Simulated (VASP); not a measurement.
Wanted: the native input for a VASP 6.6.1 run.

* Task: single point
* Functional: PBEsol
* Dispersion: D3(BJ)
* Potentials or basis: VASP PAW PBE potentials, release 64 (In_d, As)
* Cutoff: 520 eV
* k mesh: 10 × 10 × 10
* Occupations: gaussian, width 0.15 eV
* Spin: no spin polarisation
* Dipole correction: no
* Further INCAR settings: ALGO = Fast; EDIFF = 1e-06; NBANDS = 30

The structure of In3As lies in POSCAR:

```
In3As
1.0
    4.5024438172      0.0000000000      0.0000000000
    0.0000000000      4.3223460645      0.0000000000
    0.0000000000      0.0000000000      4.5024438172
In As
3 1
Direct
    0.0000000000      0.5000000000      0.5000000000
    0.5000000000      0.0000000000      0.5000000000
    0.5000000000      0.5000000000      0.0000000000
    0.0000000000      0.0000000000      0.0000000000
```

This cell differs from its parent crystal: strain -0.0400 x Voigt [0, 1, 0, 0, 0, 0].

The input as run:

INCAR

```
ALGO = Fast
EDIFF = 1E-6
ENCUT = 520
GGA = PS
ISIF = 2
ISMEAR = 0
IVDW = 12
LASPH = True
LCHARG = False
LREAL = False
LWAVE = False
NBANDS = 30
NELM = 80
PREC = Accurate
SIGMA = 0.15
```

KPOINTS

```
k-points
0
Gamma
  10 10 10
```

Potentials or basis: VASP PAW PBE potentials, release 64 (In_d, As).

Launch:

```bash
$ cat potpaw_PBE.64/In_d/POTCAR potpaw_PBE.64/As/POTCAR > POTCAR
$ mpirun -np 1 vasp_std > vasp.out
```

It gave:

```json
{"Pressure": "2.7 GPa", "Band gap on the k mesh": "zero (bands 22 and 23 overlap by 5.13 eV)", "Dispersion energy per atom": "-0.414 eV"}
```

Caveat: the cell differs from its parent crystal (strain -0.0400 x Voigt [0, 1, 0, 0, 0, 0]); the PAW data sets were made with another functional, which shifts forces and pressure a little; spin-orbit coupling is left out, which moves the levels of the heavy elements.

Run time: 2.2 min on 1 thread of Intel(R) Xeon(R) 6975P-C (Granite Rapids), with other jobs on the host, peak memory 0.4 GiB.
